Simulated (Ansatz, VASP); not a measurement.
## Mg: VASP beside Ansatz

```
Mg
1.0
     0.00000    2.27792    2.24426
     2.27792    0.00000    2.24426
     2.27792    2.27792    0.00000
Mg
1
Direct
  0.00000 0.00000 0.00000
```

Change from the starting cell: strain +0.0150 x Voigt [1, 1, 0, 0, 0, 0], atoms carried along.

Alike in both runs: task single point; functional PBEsol; k mesh 18 × 18 × 18; occupations gaussian, width 0.15 eV; no spin polarisation.

```csv
,VASP,Ansatz
version,VASP 6.6.1,Ansatz 0.2.0
potentials or method,"VASP PAW PBE potentials, release 64 (Mg), cutoff 520 eV","scalar-relativistic, plane waves, PAW"
valence electrons in the cell,2,10
```

VASP gave:

| Quantity | Value |
| --- | --- |
| gap on the k mesh at the Fermi level (eV) | none |
| pressure (GPa) | -1.0 |
| traceless stress, the component that is largest in VASP (GPa) | 0.11 |

Problem. Which values does Ansatz return?

Solution. gap on the k mesh at the Fermi level (eV): none; pressure (GPa): -0.9; traceless stress, the component that is largest in VASP (GPa): 0.11.

VASP's potentials were made for PBE, not for PBEsol. A gap of «none» marks a metal or a gap that the smearing closes. The functional is the same, so the differences come from potentials, cutoffs and numerics. VASP's potentials hold 2 valence electrons a cell and Ansatz's 10, so a difference there can come from the potentials and not from the codes.
